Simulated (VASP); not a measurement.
Wanted: the native input for a VASP 6.6.1 run.

```
Task                   : single point
Functional             : PBE
Dispersion             : D3(BJ)
Potentials or basis    : VASP PAW PBE potentials, release 64 (Ge_d, H)
Cutoff                 : 520 eV
k mesh                 : 3 × 3 × 1
Occupations            : gaussian, width 0.1 eV
Spin                   : no spin polarisation
Dipole correction      : yes
Further INCAR settings : LREAL = Auto; ALGO = Normal; EDIFF = 1e-07; NBANDS = 130
```

The structure of Ge4H lies in POSCAR:

```
Ge4H
1.0
    8.0601468099      0.0000000000      0.0000000000
   -4.0300734049      6.9802918956      0.0000000000
    0.0000000000      0.0000000000     26.3498764450
Ge H
16 4
Direct
    0.6666666667      0.3333333333      0.3616715251
    0.6666666667      0.8333333333      0.3616715251
    0.1666666667      0.3333333333      0.3616715251
    0.1666666667      0.8333333333      0.3616715251
    0.5000000000      0.5000000000      0.3928912271
    0.5000000000      0.0000000000      0.3928912271
    0.0000000000      0.5000000000      0.3928912271
    0.0000000000      0.0000000000      0.3928912271
   -0.0016926767      0.4984899274      0.4872737224
   -0.0032411308     -0.0021540216      0.4869939215
    0.4428144435      0.4708693831      0.4870823992
    0.4423465718     -0.0295589709      0.4877002476
    0.7925731211      0.6452361492      0.4931245436
    0.7924850638      0.1460792641      0.4926335848
    0.3152066132      0.6558048999      0.5356437468
    0.3132898255      0.1572173998      0.5348808710
    0.6663735788      0.3327452791      0.3025388386
    0.6659936482      0.8330833316      0.3025293095
    0.1651803204      0.3325295410      0.3024947128
    0.1661886333      0.8327370784      0.3024761780
```

These files were run (other wordings do the same):

INCAR

```
  PREC = Accurate
  ENCUT = 520
  EDIFF = 1E-7
  ISMEAR = 0
  SIGMA = 0.1
  LREAL = Auto
  LASPH = T
  NELM = 100
  ALGO = Normal
  ISIF = 2
  LWAVE = F
  LCHARG = F
  LDIPOL = T
  IDIPOL = 3
  DIPOL = 0.5 0.5 0.412
  GGA = PE
  IVDW = 12
  NBANDS = 130
  KPAR = 2
  NCORE = 2
```

KPOINTS

```
regular mesh
0
Gamma
  3 3 1
```

Potentials or basis: VASP PAW PBE potentials, release 64 (Ge_d, H).

Launch:

```bash
$ cat potpaw_PBE.64/Ge_d/POTCAR potpaw_PBE.64/H/POTCAR > POTCAR
$ mpirun -np 4 vasp_std > vasp.out
```

Results of the run:

- Largest force: 0.225 eV/Å
- Band gap on the k mesh: 0.18 eV
- Dispersion energy per atom: -0.176 eV

It took 22 min on 4 MPI ranks on AMD EPYC 9755 128-Core Processor, on a shared host, peak memory 0.87 GiB a rank.
